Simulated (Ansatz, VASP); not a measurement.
# V in VASP and in Ansatz

```xyz
1
Lattice="-1.4918 1.4918 1.4918 1.4918 -1.4918 1.4918 1.4918 1.4918 -1.4918" Properties=species:S:1:pos:R:3 pbc="T T T"
V     0.0000    0.0000    0.0000
```

Alike in both runs: task single point; functional r2SCAN; k mesh 2 × 2 × 2; occupations fermi-dirac, width 0.1 eV; no spin polarisation.

|  | VASP | Ansatz |
| --- | --- | --- |
| version | VASP 6.6.1 | Ansatz 0.2.0 |
| potentials or method | VASP PAW PBE potentials, release 64 (V_sv), cutoff 520 eV | plane waves (500 eV) with PAW, scalar-relativistic |
| valence electrons in the cell | 13 | 13 |

```tsv
	VASP	Ansatz	Ansatz less VASP
pressure (GPa)	-25.6	-26.4	-0.73
```

VASP's potentials were made for PBE, not for r2SCAN.

The k mesh is coarse, so the values compare programs but aren't converged.
